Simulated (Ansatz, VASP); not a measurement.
# One calculation of SnSe, two programs

The input INCAR:

```
SYSTEM = SnSe
PREC = Accurate
ENCUT = 600
EDIFF = 1E-7
ISMEAR = 0
SIGMA = 0.02
LREAL = .FALSE.
LASPH = .TRUE.
NELM = 80
ALGO = Normal
ISIF = 3
LWAVE = .FALSE.
LCHARG = .FALSE.
GGA = PE
IBRION = 2
NSW = 70
EDIFFG = -0.005
```

Contents of KPOINTS:

```
regular mesh
0
G
  10 10 10
  0 0 0
```

The input POSCAR:

```
SnSe
1.0
    0.0000000000      2.9887688204      2.9887688204
    2.9887688204      0.0000000000      2.9887688204
    2.9887688204      2.9887688204      0.0000000000
Sn Se
1 1
Direct
    0.0000000000      0.0000000000      0.0000000000
    0.5000000000      0.5000000000      0.5000000000
```

Input for Ansatz:

```yaml
crystal:
  lattice:
    - [0.0, 2.9887688204, 2.9887688204]
    - [2.9887688204, 0.0, 2.9887688204]
    - [2.9887688204, 2.9887688204, 0.0]
  atoms:
    - { symbol: Sn, position: [0.0, 0.0, 0.0] }
    - { symbol: Se, position: [0.5, 0.5, 0.5] }
basis:
  ecutwfc: 420
kpoints:
  mp_grid: { grid: [10, 10, 10] }
hamiltonian:
  xc: pbe
scf:
  occupations: { method: gaussian, width: 0.02 }
output:
  forces: true
  stress: true
  eigenvalues: true
  write_density: true
  write_potential: true
  elf: true
  volumetric_format: npy
relax:
  adjacent_minimum: "off"
  f_tol: 0.005
  max_steps: 50
  cell: { stress_tol: 0.05 }
```

Alike in both runs: task relaxation of cell and atoms; functional PBE; k mesh 10 × 10 × 10; occupations gaussian, width 0.02 eV; no spin polarisation.

|  | VASP | Ansatz |
| --- | --- | --- |
| version | VASP 6.6.1 | Ansatz 0.2.0 |
| potentials or method | VASP PAW PBE potentials, release 64 (Sn_d, Se), cutoff 600 eV | scalar-relativistic, plane waves, PAW |
| valence electrons in the cell | 20 | 30 |

Ansatz gave:

```
gap on the k mesh at the Fermi level, each at its own relaxed structure (eV) : 0.49
relaxed volume (Å³/atom)                                                     : 27.83
relaxed cell length with the largest relative difference (Å)                 : 4.286
```

Problem. Estimate VASP's values.

Solution. gap on the k mesh at the Fermi level, each at its own relaxed structure (eV): 0.49; relaxed volume (Å³/atom): 27.84; relaxed cell length with the largest relative difference (Å): 4.286.

VASP's potentials hold 20 valence electrons a cell and Ansatz's 30, so a difference there can come from the potentials and not from the codes.
